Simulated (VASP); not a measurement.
Runs of VASP 6.6.1 on Hf. The structure is that of space group Im-3m (No. 229), or close to it. The cells are those of the table. 

| level | cell | gap on the mesh (eV) | pressure (GPa) |
| --- | --- | --- | --- |
| PBE+D3(BJ) | a = 3.088 Å, angles 109.5°, 1 atom | none | -5.4 |
| PBE | a = 3.190 Å, angles 109.5°, 1 atom | none | -9.9 |
| PBE | a = 3.098 Å, angles 109.5°, 1 atom | none | -3.0 |
| PBE | a = 3.130 Å, angles 109.5°, 1 atom | none | (b) |
| PBE | a = 2.975 Å, angles 109.5°, 1 atom | none | (a) |

Alike in all rows: task single point; potentials or basis VASP PAW PBE potentials, release 64 (Hf_pv); no spin polarisation; k mesh 16 × 16 × 16; cutoff (eV) 520; smearing gaussian 0.1 eV.

Task: Fill in the values left out.

Result: (a) 10.8; (b) -5.7.

Caveats: spin-orbit coupling is left out, which moves the levels of the heavy elements; pairwise dispersion overbinds metals, which lowers pressure and volume (some runs).

A k mesh can miss the band edges, and the runs leave out spin-orbit coupling on Hf.

A gap of «none» marks levels without a gap at the run's occupations.
